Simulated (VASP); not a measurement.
# LiBe24 in VASP: notebook

Runs on LiBe24. Level: LDA. Tasks: single point.

All numbers are computed with VASP 6.6.1; they aren't measurements. Logs are shortened: lines on timing, memory, paths and dates and some standing lists are left out, and cuts for length are marked.

## 1. The cell of the first run

The cell holds a slab with vacuum, 25 atoms: a = 4.452 Å, b = 7.033 Å, c = 19.800 Å, α = 90.00°, β = 90.00°, γ = 90.00°.

## 2. Single point, LDA

File INCAR:

```
SYSTEM = LiBe24
PREC = Accurate
ENCUT = 520
EDIFF = 1E-6
ISMEAR = 0
SIGMA = 0.1
LREAL = Auto
LASPH = .TRUE.
NELM = 60
ALGO = Normal
ISIF = 2
LWAVE = .FALSE.
LCHARG = .FALSE.
LDIPOL = .TRUE.
IDIPOL = 3
DIPOL = 0.5 0.5 0.322
GGA = CA
NBANDS = 44
```

File KPOINTS:

```
regular mesh
0
G
  6 4 1
  0 0 0
```

File POSCAR:

```
LiBe24
1.0
    4.4524297775      0.0000000000      0.0000000000
    0.0000000000      7.0331519566      0.0000000000
    0.0000000000      0.0000000000     19.7998741761
Be Li
24 1
Direct
    0.0000000000      0.3750000000      0.2020214858
    0.0000000000      0.8750000000      0.2020214858
    0.5000000000      0.3750000000      0.2020214858
    0.5000000000      0.8750000000      0.2020214858
    0.2500000000      0.1250000000      0.2344789084
    0.2500000000      0.6250000000      0.2344789084
    0.7500000000      0.1250000000      0.2344789084
    0.7500000000      0.6250000000      0.2344789084
    0.2500000000      0.3750000000      0.2993937535
    0.2500000000      0.8750000000      0.2993937535
    0.7500000000      0.3750000000      0.2993937535
    0.7500000000      0.8750000000      0.2993937535
    0.0000000000      0.1250000000      0.3261495638
    0.0000000000      0.6250000000      0.3261495638
    0.5000000000      0.1250000000      0.3261495638
    0.5000000000      0.6250000000      0.3261495638
    0.0000000000      0.3750000000      0.3969669031
    0.0000000000      0.8750000000      0.3969669031
    0.5000000000      0.3750000000      0.3969669031
    0.5000000000      0.8750000000      0.3969669031
    0.2500000000      0.1250000000      0.4191882283
    0.2500000000      0.6250000000      0.4191882283
    0.7500000000      0.1250000000      0.4191882283
    0.7500000000      0.6250000000      0.4191882283
    0.3333333333      0.1250000000      0.5253021306
```

Potentials or basis: VASP PAW LDA potentials, release 64 (Be, Li_sv).

On the command line:

```console
$ cat potpaw_LDA.64/Be/POTCAR potpaw_LDA.64/Li_sv/POTCAR > POTCAR
$ mpirun -np 1 vasp_std > vasp.out
```

OUTCAR:

```text
SYSTEM = LiBe24
   PREC = Accurate
   ENCUT = 520
   EDIFF = 1E-6
   ISMEAR = 0
   LREAL = Auto
   LASPH = .TRUE.
   NELM = 60
   ISIF = 2
   GGA = CA

 ion  position               nearest neighbor table
   1  0.000  0.375  0.202-   5 2.18   6 2.18   7 2.18   8 2.18   3 2.23   3 2.23  11 2.23   9 2.23

   2  0.000  0.875  0.202-   5 2.18   6 2.18   7 2.18   8 2.18   4 2.23   4 2.23  12 2.23  10 2.23

   3  0.500  0.375  0.202-   5 2.18   6 2.18   7 2.18   8 2.18   1 2.23   1 2.23  11 2.23   9 2.23
[... 39 lines left out ...]
  23  0.750  0.125  0.419-  17 2.13  18 2.13  19 2.13  20 2.13  13 2.15  15 2.15  21 2.23  21 2.23

  24  0.750  0.625  0.419-  17 2.13  18 2.13  19 2.13  20 2.13  14 2.15  16 2.15  22 2.23  22 2.23

  25  0.333  0.125  0.525-  21 2.13

  LATTYP: Found a simple orthorhombic cell.
 ALAT       =     4.4524297775
 B/A-ratio  =     1.5796210851
 C/A-ratio  =     4.4469817977

  Lattice vectors:

 A1 = (   4.4524297775,   0.0000000000,   0.0000000000)
 A2 = (   0.0000000000,   7.0331519566,   0.0000000000)
 A3 = (   0.0000000000,   0.0000000000,  19.7998741761)

Analysis of symmetry for initial positions (statically):
=====================================================================
 Subroutine PRICEL returns:
 Original cell was already a primitive cell.

 Routine SETGRP: Setting up the symmetry group for a
 simple orthorhombic supercell.

 Subroutine GETGRP returns: Found  2 space group operations
 (whereof  1 operations were pure point group operations)
 out of a pool of  8 trial point group operations.

The static configuration has the point symmetry C_1 .
 The point group associated with its full space group is C_1h.

Analysis of symmetry for dynamics (positions and initial velocities):
=====================================================================
 Subroutine PRICEL returns:
 Original cell was already a primitive cell.

 Routine SETGRP: Setting up the symmetry group for a
 simple orthorhombic supercell.

 Subroutine GETGRP returns: Found  2 space group operations
 (whereof  1 operations were pure point group operations)
 out of a pool of  8 trial point group operations.

The dynamic configuration has the point symmetry C_1 .
 The point group associated with its full space group is C_1h.

 Subroutine INISYM returns: Found  2 space group operations
 (whereof  1 operations are pure point group operations),
 and found     1 'primitive' translations

----------------------------------------------------------------------------------------

                                     Primitive cell

  volume of cell :     620.0254

  direct lattice vectors                    reciprocal lattice vectors
     4.452429777  0.000000000  0.000000000     0.224596468  0.000000000  0.000000000
     0.000000000  7.033151957  0.000000000     0.000000000  0.142183761  0.000000000
     0.000000000  0.000000000 19.799874176     0.000000000  0.000000000  0.050505371

  length of vectors
     4.452429777  7.033151957 19.799874176     0.224596468  0.142183761  0.050505371

  position of ions in fractional coordinates (direct lattice)
     0.000000000  0.375000000  0.202021486
     0.000000000  0.875000000  0.202021486
     0.500000000  0.375000000  0.202021486
     0.500000000  0.875000000  0.202021486
     0.250000000  0.125000000  0.234478908
     0.250000000  0.625000000  0.234478908
[... 17 lines left out ...]
     0.750000000  0.625000000  0.419188228
     0.333333333  0.125000000  0.525302131

  ion indices of the primitive-cell ions
   primitive index   ion index
                 1           1
                 2           2
                 3           3
                 4           4
                 5           5
                 6           6
[... 17 lines left out ...]
                24          24
                25          25

----------------------------------------------------------------------------------------

 KPOINTS: regular mesh

Automatic generation of k-mesh.
 Grid dimensions read from file:
 generate k-points for:    6    4    1

 Generating k-lattice:

  Cartesian coordinates                     Fractional coordinates (reciprocal lattice)
     0.037432745  0.000000000  0.000000000     0.166666667  0.000000000  0.000000000
     0.000000000  0.035545940  0.000000000     0.000000000  0.250000000  0.000000000
     0.000000000  0.000000000  0.050505371     0.000000000  0.000000000  1.000000000

  Length of vectors
     0.037432745  0.035545940  0.050505371

  Shift w.r.t. Gamma in fractional coordinates (k-lattice)
     0.000000000  0.000000000  0.000000000

 Subroutine IBZKPT returns following result:
 ===========================================

 Found     12 irreducible k-points:

 Following reciprocal coordinates:
            Coordinates               Weight
  0.000000  0.000000  0.000000      1.000000
  0.166667  0.000000  0.000000      2.000000
  0.333333  0.000000  0.000000      2.000000
  0.500000  0.000000  0.000000      1.000000
  0.000000  0.250000  0.000000      2.000000
  0.166667  0.250000  0.000000      4.000000
  0.333333  0.250000  0.000000      4.000000
  0.500000  0.250000  0.000000      2.000000
  0.000000  0.500000  0.000000      1.000000
  0.166667  0.500000  0.000000      2.000000
  0.333333  0.500000  0.000000      2.000000
  0.500000  0.500000  0.000000      1.000000
   k-points           NKPTS =     12   k-points in BZ     NKDIM =     12   number of bands    NBANDS=     44
   number of dos      NEDOS =    301   number of ions     NIONS =     25
   total plane-waves  NPLWV = 291600
   dimension x,y,z NGX =    36 NGY =   54 NGZ =  150
   dimension x,y,z NGXF=    72 NGYF=  108 NGZF=  300
   ions per type =              24   1
   NGX,Y,Z   is equivalent  to a cutoff of  13.44, 12.76, 12.59 a.u.
   NGXF,Y,Z  is equivalent  to a cutoff of  26.88, 25.53, 25.19 a.u.
 SYSTEM =  LiBe24
   PREC   = accura    normal or accurate (medium, high low for compatibility)
   ISTART =      0    job   : 0-new  1-cont  2-samecut
   ICHARG =      2    charge: 1-file 2-atom 10-const
   ISPIN  =      1    spin polarized calculation?
   LNONCOLLINEAR =      F non collinear calculations
   LSORBIT =      F    spin-orbit coupling
   LASPH  =      T    aspherical Exc in radial PAW
   ENCUT  =  520.0 eV  38.22 Ry    6.18 a.u.   8.28 13.08 36.81*2*pi/ulx,y,z
   NELM   =     60;   NELMIN=  2; NELMDL= -5     # of ELM steps
   EDIFF  = 0.1E-05   stopping-criterion for ELM
   LREAL  =      T    real-space projection
   EDIFFG = 0.1E-04   stopping-criterion for IOM
   NSW    =      0    number of steps for IOM
   IBRION =     -1    ionic relax: 0-MD 1-quasi-New 2-CG
   NFREE  =      0    steps in history (QN), initial steepest desc. (CG)
   ISIF   =      2    stress and relaxation
   ISYM   =      2    0-nonsym 1-usesym 2-fastsym
   POTIM  = 0.5000    time-step for ionic-motion
   TEBEG  =    0.0;   TEEND  =   0.0 temperature during run
   PSTRESS=    0.0 pullay stress
   NELECT =      51.0000    total number of electrons
   NUPDOWN=      -1.0000    fix difference up-down
   EMIN   =  10.00;   EMAX   =-10.00  energy-range for DOS
   EFERMI =   0.00;   METHOD = LEGACY
   ISMEAR =     0;   SIGMA  =   0.10  broadening in eV -4-tet -1-fermi 0-gaus
   EFERMI_NEDOS =   21; number of points for ismear=-14 and -15
   IALGO  =     38    algorithm
   IMIX   =      4    mixing-type and parameters
     AMIX     =   0.40;   BMIX     =  1.00
     AMIX_MAG =   1.60;   BMIX_MAG =  1.00
  volume/ion in A,a.u.               =      24.80       167.37
  Fermi-wavevector in a.u.,A,eV,Ry     =   0.711970  1.345428  6.896811  0.506901
  Thomas-Fermi vector in A             =   1.799222
   LORBIT       =      0    0 simple, 1 ext, 2 COOP (PROOUT), +10 PAW based schemes
   GGA     = CA    functional components
   LHFCALC =     F    Hartree Fock is set to
   AEXX    =    0.0000 exact exchange contribution
   IVDW    =     0    specifies the selected vdW correction
   LEPSILON=     F    determine dielectric tensor
   LRPA    =     F    only Hartree local field effects (RPA)
 non-spin polarized calculation
 Gauss-broadening in eV      SIGMA  =   0.10
  energy-cutoff  :      520.00
  volume of cell :      620.03
 maximum number of plane-waves:     16734
 NGX is ok and might be reduce to    36
   NGX = 17   NGY = 27   NGZ = 73

 number of electron      51.0000014 magnetization

 dipolmoment           0.000000      0.000000     -0.476393 electrons x Angstroem

 Free energy of the ion-electron system (eV)
  ---------------------------------------------------
  ext. energy  EPLUGINS =         0.00000000
  ---------------------------------------------------
  free energy    TOTEN  =       -94.94415715 eV

  energy without entropy =      -94.91083517  energy(sigma->0) =      -94.92749616

 E-fermi :  -0.2422     XC(G=0):  -4.5091

 val. band max:       -0.2611025182   @ k =   0.3333   0.0000   0.0000
 cond. band min:      -0.2411300652   @ k =   0.0000   0.5000   0.0000
 fundamental gap:      0.0199724530
 Fermi energy:        -0.2421623001

 k-point     1 :       0.0000    0.0000    0.0000
  band No.  band energies     occupation
      1     -47.8211      2.00000
      2     -10.6605      2.00000
      3      -8.5771      2.00000
      4      -8.5310      2.00000
      5      -8.5080      2.00000
      6      -6.4360      2.00000
[... 469 lines left out ...]
     36       3.2469      0.00000
     37       3.7129      0.00000
 [bands above 37 left out]

------------------------ aborting loop because EDIFF is reached ----------------------------------------

 vacuum level on the upper side and lower side of the slab       (xc-potential included)        -1.697         1.099

  FORCE on cell =-STRESS in cart. coord.  units (eV):
  Direction    XX          YY          ZZ          XY          YZ          ZX
  --------------------------------------------------------------------------------------
  -------------------------------------------------------------------------------------
  Total       -0.6589682     -2.9640452     -1.6717139      0.0000000      0.0000000      0.3101352
  in kB       -1.7028074     -7.6592438     -4.3197939      0.0000000      0.0000000      0.8014053
  external PRESSURE =      -4.5606150 kB  Pullay stress =       0.0000000 kB

 VOLUME and BASIS-vectors are now :
 -----------------------------------------------------------------------------
  energy-cutoff  :      520.00
  volume of cell :      620.03
      direct lattice vectors                 reciprocal lattice vectors
     4.452429777  0.000000000  0.000000000     0.224596468  0.000000000  0.000000000
     0.000000000  7.033151957  0.000000000     0.000000000  0.142183761  0.000000000
     0.000000000  0.000000000 19.799874176     0.000000000  0.000000000  0.050505371

 POSITION                                       TOTAL-FORCE (eV/Angst)
 -----------------------------------------------------------------------------------
      0.00000      2.63743      4.00000         0.002867      0.022678      0.567525
      0.00000      6.15401      4.00000         0.002867     -0.022678      0.567525
      2.22621      2.63743      4.00000        -0.004638      0.026903      0.574024
      2.22621      6.15401      4.00000        -0.004638     -0.026903      0.574024
      1.11311      0.87914      4.64265        -0.000400      0.000000     -0.671180
      1.11311      4.39572      4.64265         0.003367      0.000000     -0.730660
[... 17 lines left out ...]
      3.33932      4.39572      8.29987        -0.003301      0.000000     -0.077267
      1.48414      0.87914     10.40092         0.134833      0.000000     -0.001208
 -----------------------------------------------------------------------------------
    total drift:                               -0.000010      0.000000     -0.003678

  FREE ENERGIE OF THE ION-ELECTRON SYSTEM (eV)
  ---------------------------------------------------
  free  energy   TOTEN  =       -94.9441571459 eV

  energy  without entropy=      -94.9108351654  energy(sigma->0) =      -94.92749616

 vacuum level on the upper side and lower side of the slab         1.151         4.017
```

Wall time 8.2 min (1 thread of AMD EPYC 9R45 (Zen 5), shared host); peak memory 0.54 GiB.

What came out:

```
Free energy            : -94.9442 eV
Largest force          : 1.230 eV/Å
Band gap on the k mesh : zero (an odd number of electrons rules out a gap without spin polarisation)
```

Forces in eV/Å, atoms in the order of the input:
```
Be   0.003  0.023  0.568
Be   0.003 -0.023  0.568
Be  -0.005  0.027  0.574
Be  -0.005 -0.027  0.574
Be   0.000  0.000 -0.671
Be   0.003  0.000 -0.731
Be  -0.002  0.000 -0.638
Be  -0.005  0.000 -0.740
Be   0.007  0.043  0.176
Be   0.007 -0.043  0.176
Be  -0.004  0.036  0.159
Be  -0.004 -0.036  0.159
Be   0.012  0.000  0.103
Be   0.006  0.000 -0.038
Be  -0.022  0.000 -0.001
Be  -0.007  0.000 -0.036
Be   0.027  0.069  0.212
Be   0.027 -0.069  0.212
Be  -0.019  0.033  0.241
Be  -0.019 -0.033  0.241
Be  -0.146  0.000 -1.221
Be   0.004  0.000 -0.088
Be   0.007  0.000  0.281
Be  -0.003  0.000 -0.077
Li   0.135  0.000 -0.001
```

Caveat: the cutoff is under 1.25 times the usual one of these potentials, so pressure, stress and relaxed cells hold a basis-set (Pulay) error.

## 3. Single point, LDA

File INCAR:

```
SYSTEM = LiBe24
  ALGO = Normal
  DIPOL = 0.5 0.5 0.321
  EDIFF = 1E-7
  ENCUT = 520
  IDIPOL = 3
  ISIF = 2
  ISMEAR = 0
  LASPH = .TRUE.
  LCHARG = .FALSE.
  LDIPOL = .TRUE.
  LREAL = Auto
  LWAVE = .FALSE.
  NBANDS = 44
  NELM = 80
  PREC = Accurate
  SIGMA = 0.1
```

File KPOINTS:

```
k-points
0
G
  6 4 1
  0 0 0
```

POSCAR: that of step 2 with these lines changed.

```diff
@@ -32,2 +32,2 @@
     0.7500000000      0.6250000000      0.4191882283
-    0.3333333333      0.1250000000      0.5253021306
+    0.2500000000      0.3125000000      0.5074220653
```

Potentials or basis: VASP PAW LDA potentials, release 64 (Be, Li_sv).

On the command line:

```console
$ cat potpaw_LDA.64/Be/POTCAR potpaw_LDA.64/Li_sv/POTCAR > POTCAR
$ mpirun -np 1 vasp_std > vasp.out
```

OUTCAR:

```text
SYSTEM = LiBe24
   EDIFF = 1E-7
   ENCUT = 520
   ISIF = 2
   ISMEAR = 0
   LASPH = .TRUE.
   LREAL = Auto
   NELM = 80
   PREC = Accurate

 ion  position               nearest neighbor table
   1  0.000  0.375  0.202-   5 2.18   6 2.18   7 2.18   8 2.18   3 2.23   3 2.23  11 2.23   9 2.23

   2  0.000  0.875  0.202-   5 2.18   6 2.18   7 2.18   8 2.18   4 2.23   4 2.23  12 2.23  10 2.23

   3  0.500  0.375  0.202-   5 2.18   6 2.18   7 2.18   8 2.18   1 2.23   1 2.23  11 2.23   9 2.23
[... 39 lines left out ...]
  23  0.750  0.125  0.419-  17 2.13  18 2.13  19 2.13  20 2.13  13 2.15  15 2.15  21 2.23  21 2.23

  24  0.750  0.625  0.419-  17 2.13  18 2.13  19 2.13  20 2.13  14 2.15  16 2.15  22 2.23  22 2.23

  25  0.250  0.312  0.507-  21 2.19  19 2.49  17 2.49

  LATTYP: Found a simple orthorhombic cell.
 ALAT       =     4.4524297775
 B/A-ratio  =     1.5796210851
 C/A-ratio  =     4.4469817977

  Lattice vectors:

 A1 = (   4.4524297775,   0.0000000000,   0.0000000000)
 A2 = (   0.0000000000,   7.0331519566,   0.0000000000)
 A3 = (   0.0000000000,   0.0000000000,  19.7998741761)

Analysis of symmetry for initial positions (statically):
[... 226 lines left out ...]
      5      -8.6453      2.00000
      6      -6.6066      2.00000
[... 469 lines left out ...]
     36       3.7183      0.00000
     37       3.9830      0.00000
 [bands above 37 left out]

------------------------ aborting loop because EDIFF is reached ----------------------------------------

 vacuum level on the upper side and lower side of the slab       (xc-potential included)        -1.198         1.029

  FORCE on cell =-STRESS in cart. coord.  units (eV):
  Direction    XX          YY          ZZ          XY          YZ          ZX
  --------------------------------------------------------------------------------------
  -------------------------------------------------------------------------------------
  Total       -0.9751419     -2.6162846     -1.2473031      0.0000000      1.0642255      0.0000000
  in kB       -2.5198163     -6.7606128     -3.2230949      0.0000000      2.7500130      0.0000000
  external PRESSURE =      -4.1678413 kB  Pullay stress =       0.0000000 kB

 VOLUME and BASIS-vectors are now :
 -----------------------------------------------------------------------------
  energy-cutoff  :      520.00
  volume of cell :      620.03
      direct lattice vectors                 reciprocal lattice vectors
     4.452429777  0.000000000  0.000000000     0.224596468  0.000000000  0.000000000
     0.000000000  7.033151957  0.000000000     0.000000000  0.142183761  0.000000000
     0.000000000  0.000000000 19.799874176     0.000000000  0.000000000  0.050505371

 POSITION                                       TOTAL-FORCE (eV/Angst)
 -----------------------------------------------------------------------------------
      0.00000      2.63743      4.00000        -0.000969      0.007711      0.572411
      0.00000      6.15401      4.00000         0.019286     -0.000772      0.569663
      2.22621      2.63743      4.00000         0.000969      0.007711      0.572411
      2.22621      6.15401      4.00000        -0.019286     -0.000772      0.569663
      1.11311      0.87914      4.64265         0.000000      0.025862     -0.702193
      1.11311      4.39572      4.64265         0.000000     -0.019987     -0.732977
[... 17 lines left out ...]
      3.33932      4.39572      8.29987         0.000000      0.003399      0.071870
      1.11311      2.19786     10.04689         0.000000      0.550053      0.008477
 -----------------------------------------------------------------------------------
    total drift:                                0.000000      0.004393     -0.004455

  FREE ENERGIE OF THE ION-ELECTRON SYSTEM (eV)
  ---------------------------------------------------
  free  energy   TOTEN  =       -95.4860889836 eV

  energy  without entropy=      -95.4572997012  energy(sigma->0) =      -95.47169434

 vacuum level on the upper side and lower side of the slab         1.753         4.037
```

Run time: 8.8 min. Hardware: 1 thread of AMD EPYC 9R45 (Zen 5), shared host; peak memory 0.54 GiB.

Results:

```yaml
Free_energy: -95.4861 eV
Largest_force: 0.954 eV/Å
Band_gap_on_the_k_mesh: zero (an odd number of electrons rules out a gap without spin polarisation)
```

Forces on the atoms (eV/Å):
```
Be  -0.001  0.008  0.572
Be   0.019 -0.001  0.570
Be   0.001  0.008  0.572
Be  -0.019 -0.001  0.570
Be   0.000  0.026 -0.702
Be   0.000 -0.020 -0.733
Be   0.000  0.031 -0.661
Be   0.000 -0.055 -0.701
Be   0.000  0.015  0.184
Be   0.000 -0.010  0.149
Be   0.000  0.001  0.245
Be   0.000 -0.020  0.112
Be   0.007 -0.050 -0.020
Be   0.012  0.038 -0.024
Be  -0.007 -0.050 -0.020
Be  -0.012  0.038 -0.024
Be   0.050  0.017  0.153
Be  -0.006 -0.044  0.071
Be  -0.050  0.017  0.153
Be   0.006 -0.044  0.071
Be   0.000 -0.501 -0.812
Be   0.000  0.006 -0.043
Be   0.000  0.038  0.237
Be   0.000  0.003  0.072
Li   0.000  0.550  0.008
```

Caveat: the cutoff is under 1.25 times the usual one of these potentials, so pressure, stress and relaxed cells hold a basis-set (Pulay) error.

(Continued in part 2 of 2.)

The gap in the log of VASP goes by the Fermi energy; the results here count the filled bands.